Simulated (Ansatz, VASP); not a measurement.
**Two plane-wave programs on CaO**

The input POSCAR:

```
CaO
1.0
    0.0750738742      2.6067317416      2.6067317416
    2.6067317416      0.0750738742      2.6067317416
    2.6818056158      2.6818056158      0.0000000000
Ca O
1 1
Direct
    0.0050907282      0.0050907282     -0.0050907282
    0.2449092718      0.2449092718      0.2550907282
```

Contents of INCAR.step1:

```
PREC = Accurate
ENCUT = 520
ISMEAR = 0
SIGMA = 0.01
LREAL = F
LASPH = T
NELM = 100
NBANDS = 15
GGA = PE
ALGO = Normal
EDIFF = 1E-4
LWAVE = T
LCHARG = F
```

INCAR.step2

```
PREC = Accurate
ENCUT = 520
EDIFF = 1E-6
ISMEAR = 0
SIGMA = 0.01
LREAL = F
LASPH = T
NELM = 100
ALGO = Normal
ISIF = 2
LWAVE = F
LCHARG = F
METAGGA = R2SCAN
LMIXTAU = T
NBANDS = 15
ISTART = 1
```

The input KPOINTS:

```
regular mesh
0
Gamma
  8 8 8
```

Input for Ansatz:

```yaml
crystal:
  lattice:
    - [0.0750738742, 2.6067317416, 2.6067317416]
    - [2.6067317416, 0.0750738742, 2.6067317416]
    - [2.6818056158, 2.6818056158, 0.0]
  atoms:
    - { symbol: Ca, position: [0.0050907282, 0.0050907282, -0.0050907282] }
    - { symbol: O, position: [0.2449092718, 0.2449092718, 0.2550907282] }
kpoints:
  mp_grid: { grid: [8, 8, 8] }
  band_path:
    path:
      - [0.0, 0.0, 0.0]
      - [-0.5, -0.5, 0.0]
      - [-0.375, -0.375, 0.25]
      - [-0.375, 0.0, 0.375]
      - [0.0, 0.0, 0.5]
      - [-0.5, -0.25, 0.25]
    npoints: 1
hamiltonian:
  xc: r2scan
scf:
  occupations: { method: fixed }
  n_extra_bands: 4
output:
  forces: true
  stress: true
  eigenvalues: true
  write_density: true
  write_potential: true
  elf: true
  volumetric_format: npy
```

Change from the starting cell: shear_xy strain +5.8%.

Alike in both runs: task single point; functional r2SCAN; k mesh 8 × 8 × 8; no spin polarisation.

|  | VASP | Ansatz |
| --- | --- | --- |
| version | VASP 6.6.1 | Ansatz 0.2.0 |
| potentials or method | VASP PAW PBE potentials, release 64 (Ca_sv, O) | plane waves, PAW |
| plane-wave cutoff (eV) | 520 | 500 |
| occupations | gaussian, width 0.01 eV | fixed |
| valence electrons in the cell | 16 | 16 |

|  | VASP | Ansatz | Ansatz less VASP |
| --- | --- | --- | --- |
| gap on the k mesh at the Fermi level (eV) | 3.66 | 3.69 | +0.025 |
| pressure (GPa) | 0.8 | -0.1 | -0.91 |
| traceless stress, the component that is largest in VASP (GPa) | -2.23 | -2.22 | +0.011 |
| rms of the force components (eV/Å) | 0.011 | 0.001 | -0.0097 |

VASP's potentials were made for PBE, not for r2SCAN. Atom by atom the forces differ by 0.010 eV/Å (rms over components).
